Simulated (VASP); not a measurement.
# Sb (R-3m) in VASP: phonons with PBE+D3(BJ)

Aim: the phonons of Sb with PBE+D3(BJ).

Program: VASP 6.6.1. These are calculated values, not measurements. Logs are shortened: lines on timing, memory, paths and dates and some standing lists are left out, and cuts for length are marked.

**1. The cell of the first run**

Symmetry: R-3m, No. 166, trigonal system. Conventional cell: a = 4.299 Å, b = 4.299 Å, c = 10.897 Å, α = 90.00°, β = 90.00°, γ = 120.00°. Within 3.9 Å of Sb (site symmetry 3m) lie 6 Sb at 2.93 to 3.24 Å.

**2. Phonons, PBE+D3(BJ)**

The input, INCAR:

```
SYSTEM = Sb
PREC = Accurate ; ENCUT = 520
EDIFF = 1E-8 ; ISMEAR = -1
SIGMA = 0.1 ; LREAL = .False.
LASPH = .True. ; NELM = 80
ALGO = Normal ; ISIF = 2
LWAVE = .False. ; LCHARG = .True.
GGA = PE ; IVDW = 12
NBANDS = 12 ; IBRION = 6
NFREE = 2 ; POTIM = 0.015
NSW = 1
```

The input, KPOINTS:

```
regular mesh
0
Gamma
  12 12 12
  0 0 0
```

The input, POSCAR:

```
Sb
1.0
    2.1494686918      1.2409963278      3.6323543401
   -2.1494686918      1.2409963278      3.6323543401
    0.0000000000     -2.4819926557      3.6323543401
Sb
2
Direct
    0.2377777634      0.2377777634      0.2377777634
    0.7622222366      0.7622222366      0.7622222366
```

Potentials or basis: VASP PAW PBE potentials, release 64 (Sb).

Run with:

```bash
cat potpaw_PBE.64/Sb/POTCAR > POTCAR
mpirun -np 1 vasp_std > vasp.out
```

OUTCAR:

```text
SYSTEM = Sb
   PREC = Accurate
   ENCUT = 520
   EDIFF = 1E-8
   ISMEAR = -1
   LREAL = .False.
   LASPH = .True.
   NELM = 80
   ISIF = 2
   GGA = PE
   IVDW = 12
   IBRION = 6
   NFREE = 2
   POTIM = 0.015
   NSW = 1
 IVDW          = 12

 ion  position               nearest neighbor table
   1  0.238  0.238  0.238-   2 2.93   2 2.93   2 2.93   2 3.24   2 3.24   2 3.24
   2  0.762  0.762  0.762-   1 2.93   1 2.93   1 2.93   1 3.24   1 3.24   1 3.24

  LATTYP: Found a trigonal (rhomboedric) cell.
 ALAT       =     4.3993505878
 COS(alpha) =     0.5225640715

  Lattice vectors:

 A1 = (   2.1494686918,   1.2409963278,   3.6323543401)
 A2 = (  -2.1494686918,   1.2409963278,   3.6323543401)
 A3 = (   0.0000000000,  -2.4819926557,   3.6323543401)

Analysis of symmetry for initial positions (statically):
=====================================================================
 Subroutine PRICEL returns:
 Original cell was already a primitive cell.

 Routine SETGRP: Setting up the symmetry group for a
 trigonal (rhombohedral) supercell.

 Subroutine GETGRP returns: Found 12 space group operations
 (whereof 12 operations were pure point group operations)
 out of a pool of 12 trial point group operations.

The static configuration has the point symmetry D_3d.

Analysis of symmetry for dynamics (positions and initial velocities):
=====================================================================
 Subroutine PRICEL returns:
 Original cell was already a primitive cell.

 Routine SETGRP: Setting up the symmetry group for a
 trigonal (rhombohedral) supercell.

 Subroutine GETGRP returns: Found 12 space group operations
 (whereof 12 operations were pure point group operations)
 out of a pool of 12 trial point group operations.

The dynamic configuration has the point symmetry D_3d.

 Subroutine INISYM returns: Found 12 space group operations
 (whereof 12 operations are pure point group operations),
 and found     1 'primitive' translations

----------------------------------------------------------------------------------------

                                     Primitive cell

  volume of cell :      58.1355

  direct lattice vectors                    reciprocal lattice vectors
     2.149468692  1.240996328  3.632354340     0.232615624  0.134300693  0.091767846
    -2.149468692  1.240996328  3.632354340    -0.232615624  0.134300693  0.091767846
     0.000000000 -2.481992656  3.632354340     0.000000000 -0.268601386  0.091767846

  length of vectors
     4.399350588  4.399350588  4.399350588     0.283845102  0.283845102  0.283845102

  position of ions in fractional coordinates (direct lattice)
     0.237777763  0.237777763  0.237777763
     0.762222237  0.762222237  0.762222237

  ion indices of the primitive-cell ions
   primitive index   ion index
                 1           1
                 2           2

----------------------------------------------------------------------------------------

 KPOINTS: regular mesh

Automatic generation of k-mesh.
 Grid dimensions read from file:
 generate k-points for:   12   12   12

 Generating k-lattice:

  Cartesian coordinates                     Fractional coordinates (reciprocal lattice)
     0.019384635  0.011191724  0.007647320     0.083333333  0.000000000 -0.000000000
    -0.019384635  0.011191724  0.007647320     0.000000000  0.083333333 -0.000000000
     0.000000000 -0.022383449  0.007647320     0.000000000  0.000000000  0.083333333

  Length of vectors
     0.023653759  0.023653759  0.023653759

  Shift w.r.t. Gamma in fractional coordinates (k-lattice)
     0.000000000  0.000000000  0.000000000

 Subroutine IBZKPT returns following result:
 ===========================================

 Found    189 irreducible k-points:

 Following reciprocal coordinates:
[... 37 lines left out ...]
   ICHARG =      2    charge: 1-file 2-atom 10-const
   ISPIN  =      1    spin polarized calculation?
   LNONCOLLINEAR =      F non collinear calculations
   LSORBIT =      F    spin-orbit coupling
   LASPH  =      T    aspherical Exc in radial PAW
   ENCUT  =  520.0 eV  38.22 Ry    6.18 a.u.   8.18  8.18  8.18*2*pi/ulx,y,z
   NELM   =     80;   NELMIN=  2; NELMDL= -5     # of ELM steps
   EDIFF  = 0.1E-07   stopping-criterion for ELM
   LREAL  =      F    real-space projection
   EDIFFG = 0.1E-06   stopping-criterion for IOM
   NSW    =     61    number of steps for IOM
   IBRION =      6    ionic relax: 0-MD 1-quasi-New 2-CG
   NFREE  =      2    steps in history (QN), initial steepest desc. (CG)
   ISIF   =      2    stress and relaxation
   ISYM   =      2    0-nonsym 1-usesym 2-fastsym
   POTIM  = 0.0150    time-step for ionic-motion
   TEBEG  =    0.0;   TEEND  =   0.0 temperature during run
   PSTRESS=    0.0 pullay stress
   NELECT =      10.0000    total number of electrons
   NUPDOWN=      -1.0000    fix difference up-down
   EMIN   =  10.00;   EMAX   =-10.00  energy-range for DOS
   EFERMI =   0.00;   METHOD = LEGACY
   ISMEAR =    -1;   SIGMA  =   0.10  broadening in eV -4-tet -1-fermi 0-gaus
   EFERMI_NEDOS =   21; number of points for ismear=-14 and -15
   IALGO  =     38    algorithm
   IMIX   =      4    mixing-type and parameters
     AMIX     =   0.40;   BMIX     =  1.00
     AMIX_MAG =   1.60;   BMIX_MAG =  1.00
  volume/ion in A,a.u.               =      29.07       196.16
  Fermi-wavevector in a.u.,A,eV,Ry     =   0.910461  1.720521 11.278392  0.828938
  Thomas-Fermi vector in A             =   2.034625
   LORBIT       =      0    0 simple, 1 ext, 2 COOP (PROOUT), +10 PAW based schemes
   GGA     = PE    functional components
   LHFCALC =     F    Hartree Fock is set to
   AEXX    =    0.0000 exact exchange contribution
   IVDW    =    12    specifies the selected vdW correction
   LEPSILON=     F    determine dielectric tensor
   LRPA    =     F    only Hartree local field effects (RPA)
 finite differences with symmetry
 non-spin polarized calculation
  energy-cutoff  :      520.00
  volume of cell :       58.14
 maximum number of plane-waves:      1585
 NGX is ok and might be reduce to    36
   NGX = 17   NGY = 17   NGZ = 17

--------------------------------------- Ionic step        1  -------------------------------------------

 number of electron      10.0000000 magnetization

 Free energy of the ion-electron system (eV)
  ---------------------------------------------------
  ext. energy  EPLUGINS =         0.00000000
  ---------------------------------------------------
  free energy    TOTEN  =        -8.22237232 eV

  energy without entropy =       -8.20809150  energy(sigma->0) =       -8.21523191

------------------------ aborting loop because EDIFF is reached ----------------------------------------

 Edisp (eV)   -0.98339

 E8    (eV) :    -0.4588
[... 151 lines left out ...]
--------------------------------------- Ionic step        5  -------------------------------------------

 number of electron      10.0000000 magnetization

 Free energy of the ion-electron system (eV)
  ---------------------------------------------------
  ext. energy  EPLUGINS =         0.00000000
  ---------------------------------------------------
  free energy    TOTEN  =        -8.22134720 eV

  energy without entropy =       -8.20810895  energy(sigma->0) =       -8.21472807

 E-fermi :   7.6514     XC(G=0):  -9.7106

 val. band max:        7.6365649412   @ k =  -0.4167   0.5000   0.4167
 cond. band min:       7.7584156705   @ k =   0.4167   0.3333   0.3333
 fundamental gap:      0.1218507293
 Fermi energy:         7.6514206109

 k-point     1 :       0.0000    0.0000    0.0000
  band No.  band energies     occupation
      1      -5.1939      2.00000
      2       3.1750      2.00000
      3       5.7299      2.00000
      4       5.8415      2.00000
      5       5.8415      2.00000
      6      10.1729      0.00000
      7      10.6269      0.00000
      8      10.6269      0.00000
      9      12.5953      0.00000
     10      12.5953      0.00000
     11      12.7689      0.00000
     12      14.2845      0.00000
[... 331 lines left out ...]
 k-point    24 :      -0.4167    0.1667    0.0000
  band No.  band energies     occupation
      1      -2.5585      2.00000
      2      -1.8862      2.00000
      3       3.9496      2.00000
      4       5.5503      2.00000
      5       6.0032      2.00000
      6       8.6528      0.00009
      7       9.1582      0.00000
      8      10.9375      0.00000
      9      14.3962      0.00000
     10      14.7764      0.00000
     11      15.3922      0.00000
     12      18.1956      0.00000

 [... further k-points ...]

------------------------ aborting loop because EDIFF is reached ----------------------------------------

 Edisp (eV)   -0.98343

 E8    (eV) :    -0.4588
[... 25 lines left out ...]
  FREE ENERGIE OF THE ION-ELECTRON SYSTEM (eV)
  ---------------------------------------------------
  free  energy   TOTEN  =        -9.2047725447 eV

  energy  without entropy=       -9.1915342959  energy(sigma->0) =       -9.19815342

 INTERNAL STRAIN TENSORS FROM DISPLACED ATOMS
 ============================================

 INTERNAL STRAIN TENSOR FOR ION    1 for displacements in x,y,z  (eV/Angst):
          X           Y           Z          XY          YZ          ZX
  --------------------------------------------------------------------------------
  x    -0.00000    -0.00000     0.00000     1.03474     0.00000    -3.10165
  y     1.03474    -1.03474     0.00000     0.00000    -3.10165     0.00000
  z    -3.97938    -3.97938    -5.32908     0.00000     0.00000     0.00000

 INTERNAL STRAIN TENSOR FOR ION    2 for displacements in x,y,z  (eV/Angst):
          X           Y           Z          XY          YZ          ZX
  --------------------------------------------------------------------------------
  x     0.00000     0.00000     0.00000    -1.03474    -0.00000     3.10165
  y    -1.03474     1.03474    -0.00000    -0.00000     3.10165     0.00000
  z     3.97938     3.97938     5.32908     0.00000    -0.00000     0.00000

 Eigenvectors and eigenvalues of the dynamical matrix
 ----------------------------------------------------

   1 f  =    3.969301 THz    24.939852 2PiTHz  132.401619 cm-1    16.415701 meV
             X         Y         Z           dx          dy          dz
      0.000000 -0.000000  2.591079     0.000000   -0.000000    0.707107
      0.000000 -0.000000  8.305984    -0.000000    0.000000   -0.707107
[... 16 lines left out ...]
   5 f  =    0.000000 THz     0.000000 2PiTHz    0.000001 cm-1     0.000000 meV
             X         Y         Z           dx          dy          dz
      0.000000 -0.000000  2.591079    -0.643666    0.289266    0.044941
      0.000000 -0.000000  8.305984    -0.643666    0.289266    0.044941

   6 f/i=    0.000000 THz     0.000000 2PiTHz    0.000002 cm-1     0.000000 meV
             X         Y         Z           dx          dy          dz
      0.000000 -0.000000  2.591079     0.006253   -0.094945    0.700676
      0.000000 -0.000000  8.305984     0.006253   -0.094945    0.700676

 ELASTIC MODULI CONTR FROM IONIC RELAXATION (kBar)
 Direction    XX          YY          ZZ          XY          YZ          ZX
 --------------------------------------------------------------------------------
 XX        -129.5933    -92.8217   -148.9261     -0.0000     55.1119      0.0000
 YY         -92.8217   -129.5933   -148.9261      0.0000    -55.1119     -0.0000
 ZZ        -148.9261   -148.9261   -199.4379     -0.0000      0.0000      0.0000
 XY          -0.0000      0.0000     -0.0000    -18.3858      0.0000     55.1119
 YZ          55.1119    -55.1119      0.0000      0.0000   -165.1994     -0.0000
 ZX           0.0000     -0.0000      0.0000     55.1119     -0.0000   -165.1992
 --------------------------------------------------------------------------------
```

Run time: 11 min. Hardware: 1 thread of AMD EPYC 7R13 (Zen 3), shared host; peak memory 0.85 GiB.

Results:

| Property | Result |
| --- | --- |
| Highest phonon frequency at Γ | 132 cm⁻¹ |
| Dispersion energy per atom | -0.492 eV |

Phonon frequencies in cm⁻¹ (negative: imaginary):
```csv
q point,frequencies
"(0.000, 0.000, 0.000)",0 0 0 85 85 132
```

Caveat: the cell stands under pressure or tension, which shifts response properties; spin-orbit coupling is left out, which moves the levels of the heavy elements.
